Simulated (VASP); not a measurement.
# Co (P6_3/mmc) in VASP: a series of runs

Co is run at these levels: PBEsol; tasks: single point.

Everything below comes from runs of VASP 6.6.1. Logs are shortened: lines on timing, memory, paths and dates and some standing lists are left out, and cuts for length are marked.

### Step 1. The cell of the first run

Symmetry: P6_3/mmc, No. 194, hexagonal system. The conventional cell has a = 2.456 Å, b = 2.456 Å, c = 3.969 Å, α = 90.00°, β = 90.00°, γ = 120.00°. Within 3.2 Å of Co (site symmetry -6m2) lie 12 Co at 2.44 to 2.46 Å.

### Step 2. Single point, PBEsol, collinear spin, ferromagnetic start

Input file INCAR:

```
SYSTEM = Co
ALGO = Normal ; EDIFF = 1E-7
ENCUT = 520 ; GGA = PS
ISIF = 2 ; ISMEAR = 0
ISPIN = 2 ; LASPH = .TRUE.
LCHARG = .FALSE. ; LMAXMIX = 4
LORBIT = 11 ; LREAL = .FALSE.
LWAVE = .FALSE. ; MAGMOM = 1.78 1.78
NBANDS = 20 ; NELM = 150
PREC = Accurate ; SIGMA = 0.1
```

Input file KPOINTS:

```
k-points
0
G
  18 18 10
  0 0 0
```

Input file POSCAR:

```
Co
1.0
    2.4564239303      0.0000000000      0.0000000000
   -1.2282119651      2.1273255262      0.0000000000
    0.0000000000      0.0000000000      3.9694120595
Co
2
Direct
    0.3333333333      0.6666666667      0.2500000000
    0.6666666667      0.3333333333      0.7500000000
```

Potentials or basis: VASP PAW PBE potentials, release 64 (Co).

Launch:

```console
> cat potpaw_PBE.64/Co/POTCAR > POTCAR
> mpirun -np 1 vasp_std > vasp.out
```

OUTCAR:

```text
SYSTEM = Co
   EDIFF = 1E-7
   ENCUT = 520
   GGA = PS
   ISIF = 2
   ISMEAR = 0
   ISPIN = 2
   LASPH = .TRUE.
   LORBIT = 11
   LREAL = .FALSE.
   NELM = 150
   PREC = Accurate

 ion  position               nearest neighbor table
   1  0.333  0.667  0.250-   2 2.44   2 2.44   2 2.44   2 2.44   2 2.44   2 2.44
   2  0.667  0.333  0.750-   1 2.44   1 2.44   1 2.44   1 2.44   1 2.44   1 2.44

  LATTYP: Found a hexagonal cell.
 ALAT       =     2.4564239303
 C/A-ratio  =     1.6159311960

  Lattice vectors:

 A1 = (   2.4564239303,   0.0000000000,   0.0000000000)
 A2 = (  -1.2282119651,   2.1273255262,   0.0000000000)
 A3 = (   0.0000000000,   0.0000000000,   3.9694120595)

Analysis of symmetry for initial positions (statically):
=====================================================================
 Subroutine PRICEL returns:
 Original cell was already a primitive cell.

 Routine SETGRP: Setting up the symmetry group for a
 hexagonal supercell.

 Subroutine GETGRP returns: Found 24 space group operations
 (whereof 12 operations were pure point group operations)
 out of a pool of 24 trial point group operations.

The static configuration has the point symmetry D_3d.
 The point group associated with its full space group is D_6h.

Analysis of symmetry for dynamics (positions and initial velocities):
=====================================================================
 Subroutine PRICEL returns:
 Original cell was already a primitive cell.

 Routine SETGRP: Setting up the symmetry group for a
 hexagonal supercell.

 Subroutine GETGRP returns: Found 24 space group operations
 (whereof 12 operations were pure point group operations)
 out of a pool of 24 trial point group operations.

The dynamic configuration has the point symmetry D_3d.
 The point group associated with its full space group is D_6h.

Analysis of structural, dynamic, and magnetic symmetry:
=====================================================================
 Subroutine PRICEL returns:
 Original cell was already a primitive cell.

 Routine SETGRP: Setting up the symmetry group for a
 hexagonal supercell.

 Subroutine GETGRP returns: Found 24 space group operations
 (whereof 12 operations were pure point group operations)
 out of a pool of 24 trial point group operations.

The overall configuration has the point symmetry D_3d.
 The point group associated with its full space group is D_6h.

 Subroutine INISYM returns: Found 24 space group operations
 (whereof 12 operations are pure point group operations),
 and found     1 'primitive' translations

----------------------------------------------------------------------------------------

                                     Primitive cell

  volume of cell :      20.7426

  direct lattice vectors                    reciprocal lattice vectors
     2.456423930  0.000000000  0.000000000     0.407095855  0.235036901  0.000000000
    -1.228211965  2.127325526  0.000000000     0.000000000  0.470073803  0.000000000
     0.000000000  0.000000000  3.969412060     0.000000000  0.000000000  0.251926478

  length of vectors
     2.456423930  2.456423930  3.969412060     0.470073803  0.470073803  0.251926478

  position of ions in fractional coordinates (direct lattice)
     0.333333333  0.666666667  0.250000000
     0.666666667  0.333333333  0.750000000

  ion indices of the primitive-cell ions
   primitive index   ion index
                 1           1
                 2           2

----------------------------------------------------------------------------------------

 KPOINTS: k-points

Automatic generation of k-mesh.
 Grid dimensions read from file:
 generate k-points for:   18   18   10

 Generating k-lattice:

  Cartesian coordinates                     Fractional coordinates (reciprocal lattice)
     0.022616436  0.013057606  0.000000000     0.055555556 -0.000000000  0.000000000
     0.000000000  0.026115211  0.000000000     0.000000000  0.055555556  0.000000000
     0.000000000  0.000000000  0.025192648     0.000000000  0.000000000  0.100000000

  Length of vectors
     0.026115211  0.026115211  0.025192648

  Shift w.r.t. Gamma in fractional coordinates (k-lattice)
     0.000000000  0.000000000  0.000000000

 Subroutine IBZKPT returns following result:
 ===========================================

 Found    222 irreducible k-points:

 Following reciprocal coordinates:
            Coordinates               Weight
  0.000000  0.000000  0.000000      1.000000
  0.055556  0.000000  0.000000      6.000000
  0.111111  0.000000  0.000000      6.000000
  0.166667  0.000000  0.000000      6.000000
  0.222222  0.000000  0.000000      6.000000
  0.277778  0.000000  0.000000      6.000000
[... 16 lines left out ...]
  0.333333  0.111111  0.000000     12.000000
  0.388889  0.111111  0.000000     12.000000
 [... further k-points ...]
   k-points           NKPTS =    222   k-points in BZ     NKDIM =    222   number of bands    NBANDS=     20
   number of dos      NEDOS =    301   number of ions     NIONS =      2
   total plane-waves  NPLWV =   9720
   dimension x,y,z NGX =    18 NGY =   18 NGZ =   30
   dimension x,y,z NGXF=    36 NGYF=   36 NGZF=   60
   ions per type =               2
   NGX,Y,Z   is equivalent  to a cutoff of  12.18, 12.18, 12.56 a.u.
   NGXF,Y,Z  is equivalent  to a cutoff of  24.36, 24.36, 25.13 a.u.
 SYSTEM =  Co
   PREC   = accura    normal or accurate (medium, high low for compatibility)
   ISTART =      0    job   : 0-new  1-cont  2-samecut
   ICHARG =      2    charge: 1-file 2-atom 10-const
   ISPIN  =      2    spin polarized calculation?
   LNONCOLLINEAR =      F non collinear calculations
   LSORBIT =      F    spin-orbit coupling
   LASPH  =      T    aspherical Exc in radial PAW
   ENCUT  =  520.0 eV  38.22 Ry    6.18 a.u.   4.57  4.57  7.38*2*pi/ulx,y,z
   NELM   =    150;   NELMIN=  2; NELMDL= -5     # of ELM steps
   EDIFF  = 0.1E-06   stopping-criterion for ELM
   LREAL  =      F    real-space projection
   EDIFFG = 0.1E-05   stopping-criterion for IOM
   NSW    =      0    number of steps for IOM
   IBRION =     -1    ionic relax: 0-MD 1-quasi-New 2-CG
   NFREE  =      0    steps in history (QN), initial steepest desc. (CG)
   ISIF   =      2    stress and relaxation
   ISYM   =      2    0-nonsym 1-usesym 2-fastsym
   POTIM  = 0.5000    time-step for ionic-motion
   TEBEG  =    0.0;   TEEND  =   0.0 temperature during run
   PSTRESS=    0.0 pullay stress
   NELECT =      18.0000    total number of electrons
   NUPDOWN=      -1.0000    fix difference up-down
   EMIN   =  10.00;   EMAX   =-10.00  energy-range for DOS
   EFERMI =   0.00;   METHOD = LEGACY
   ISMEAR =     0;   SIGMA  =   0.10  broadening in eV -4-tet -1-fermi 0-gaus
   EFERMI_NEDOS =   21; number of points for ismear=-14 and -15
   IALGO  =     38    algorithm
   IMIX   =      4    mixing-type and parameters
     AMIX     =   0.40;   BMIX     =  1.00
     AMIX_MAG =   1.60;   BMIX_MAG =  1.00
  volume/ion in A,a.u.               =      10.37        69.99
  Fermi-wavevector in a.u.,A,eV,Ry     =   1.561509  2.950824 33.175230  2.438311
  Thomas-Fermi vector in A             =   2.664564
   LORBIT       =     11    0 simple, 1 ext, 2 COOP (PROOUT), +10 PAW based schemes
   GGA     = PS    functional components
   LHFCALC =     F    Hartree Fock is set to
   AEXX    =    0.0000 exact exchange contribution
   IVDW    =     0    specifies the selected vdW correction
   LEPSILON=     F    determine dielectric tensor
   LRPA    =     F    only Hartree local field effects (RPA)
 spin polarized calculation
 Gauss-broadening in eV      SIGMA  =   0.10
  energy-cutoff  :      520.00
  volume of cell :       20.74
 maximum number of plane-waves:       576
   NGX =  9   NGY =  9   NGZ = 15

 number of electron      17.9999973 magnetization       3.1366649

 Free energy of the ion-electron system (eV)
  ---------------------------------------------------
  ext. energy  EPLUGINS =         0.00000000
  ---------------------------------------------------
  free energy    TOTEN  =       -15.47837720 eV

  energy without entropy =      -15.46982928  energy(sigma->0) =      -15.47410324

 E-fermi :  10.7136     XC(G=0): -13.8475

 val. band max:       10.7126380951   @ k =   0.2222   0.1667   0.4000
 cond. band min:      10.7148357863   @ k =   0.2222   0.2222   0.4000
 fundamental gap:      0.0021976912
 Fermi energy:        10.7136492398

 spin component 1

 k-point     1 :       0.0000    0.0000    0.0000
  band No.  band energies     occupation
      1       1.4828      1.00000
      2       5.3633      1.00000
      3       8.0720      1.00000
      4       8.0911      1.00000
      5       8.0911      1.00000
      6       8.4310      1.00000
[... 12 lines left out ...]
     19      37.3329      0.00000
     20      37.3329      0.00000
[... 507 lines left out ...]
 k-point    24 :       0.3889    0.1111    0.0000
  band No.  band energies     occupation
      1       5.8577      1.00000
      2       6.0343      1.00000
      3       6.1588      1.00000
      4       7.6892      1.00000
      5       7.8548      1.00000
      6       8.1648      1.00000
[... 12 lines left out ...]
     19      33.9577      0.00000
     20      36.3745      0.00000

 [... further k-points ...]

 spin component 2

 k-point     1 :       0.0000    0.0000    0.0000
  band No.  band energies     occupation
      1       1.5464      1.00000
      2       6.2961      1.00000
      3       9.6492      1.00000
      4       9.6688      1.00000
      5       9.6688      1.00000
      6      10.0619      1.00000
[... 12 lines left out ...]
     19      37.6784      0.00000
     20      37.6784      0.00000
[... 507 lines left out ...]
 k-point    24 :       0.3889    0.1111    0.0000
  band No.  band energies     occupation
      1       6.6344      1.00000
      2       7.2051      1.00000
      3       7.3490      1.00000
      4       8.5056      1.00000
      5       9.3912      1.00000
      6       9.6212      1.00000
[... 12 lines left out ...]
     19      34.3042      0.00000
     20      36.7835      0.00000

 [... further k-points ...]

------------------------ aborting loop because EDIFF is reached ----------------------------------------

  FORCE on cell =-STRESS in cart. coord.  units (eV):
  Direction    XX          YY          ZZ          XY          YZ          ZX
  --------------------------------------------------------------------------------------
  -------------------------------------------------------------------------------------
  Total       -0.1088153     -0.1088153     -0.1259984     -0.0000000      0.0000000      0.0000000
  in kB       -8.4049900     -8.4049900     -9.7322238     -0.0000000      0.0000000      0.0000000
  external PRESSURE =      -8.8474013 kB  Pullay stress =       0.0000000 kB

 VOLUME and BASIS-vectors are now :
 -----------------------------------------------------------------------------
  energy-cutoff  :      520.00
  volume of cell :       20.74
      direct lattice vectors                 reciprocal lattice vectors
     2.456423930  0.000000000  0.000000000     0.407095855  0.235036901  0.000000000
    -1.228211965  2.127325526  0.000000000     0.000000000  0.470073803  0.000000000
     0.000000000  0.000000000  3.969412060     0.000000000  0.000000000  0.251926478

 POSITION                                       TOTAL-FORCE (eV/Angst)
 -----------------------------------------------------------------------------------
     -0.00000      1.41822      0.99235         0.000000      0.000000      0.000000
      1.22821      0.70911      2.97706        -0.000000     -0.000000      0.000000
 -----------------------------------------------------------------------------------
    total drift:                                0.000000     -0.000000     -0.000000

  FREE ENERGIE OF THE ION-ELECTRON SYSTEM (eV)
  ---------------------------------------------------
  free  energy   TOTEN  =       -15.4783772002 eV

  energy  without entropy=      -15.4698292834  energy(sigma->0) =      -15.47410324

 total charge

# of ion       s       p       d       tot
------------------------------------------
    1        0.508   0.565   7.290   8.363
    2        0.508   0.565   7.290   8.363
--------------------------------------------------
tot          1.016   1.130  14.580  16.726

 magnetization (x)

# of ion       s       p       d       tot
------------------------------------------
    1       -0.015  -0.053   1.644   1.576
    2       -0.015  -0.053   1.644   1.576
--------------------------------------------------
tot         -0.031  -0.105   3.288   3.152
```

Wall time 4.8 min (1 thread of Intel Xeon 8259CL, shared host); peak memory 0.24 GiB.

What came out:

| Item | Value |
| --- | --- |
| Free energy | -15.4784 eV |
| Pressure | -0.9 GPa |
| Net moment | 3.14 μB per cell |
| Site moments | Co +1.58 μB |
| Valence electrons inside the program's atomic spheres | Co 8.36 |

Caveat: the PAW data sets were made with another functional, which shifts forces and pressure a little.

[end of part 1 of 2]
